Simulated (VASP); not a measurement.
The system is BeTe.

```xyz
2
Lattice="0.0000 2.7731 2.7731 2.7731 0.0000 2.7731 2.7731 2.7731 0.0000" Properties=species:S:1:pos:R:3 pbc="T T T"
Be    0.0000    0.0000    0.0000
Te    1.3866    1.3866    1.3866
```

Base run:

```yaml
Program: VASP 6.6.1
Functional: r2SCAN
Potentials_or_basis: VASP PAW PBE potentials, release 64 (Be, Te)
Cutoff: 520 eV
k_mesh: 6 × 6 × 6
Occupations: gaussian, width 0.0217 eV
Spin: no spin polarisation
```

Its results: band gap on the k mesh 2.21 eV, indirect (least direct gap 3.96 eV); pressure 4.2 GPa.

**Question.** The run is repeated on the same cell with these changes: functional from r2SCAN to PBE; further incar settings from ALGO = Normal; EDIFF = 1e-07; NBANDS = 11 to ALGO = Normal; EDIFF = 1e-06; NBANDS = 11. What comes out?

**Answer.** Band gap on the k mesh 1.86 eV, indirect (least direct gap 3.57 eV); pressure 4.3 GPa.

Caveats: spin-orbit coupling is left out, which moves the levels of the heavy elements; the PAW data sets were made with another functional, which shifts forces and pressure a little (some runs).

A k mesh can miss the band edges.
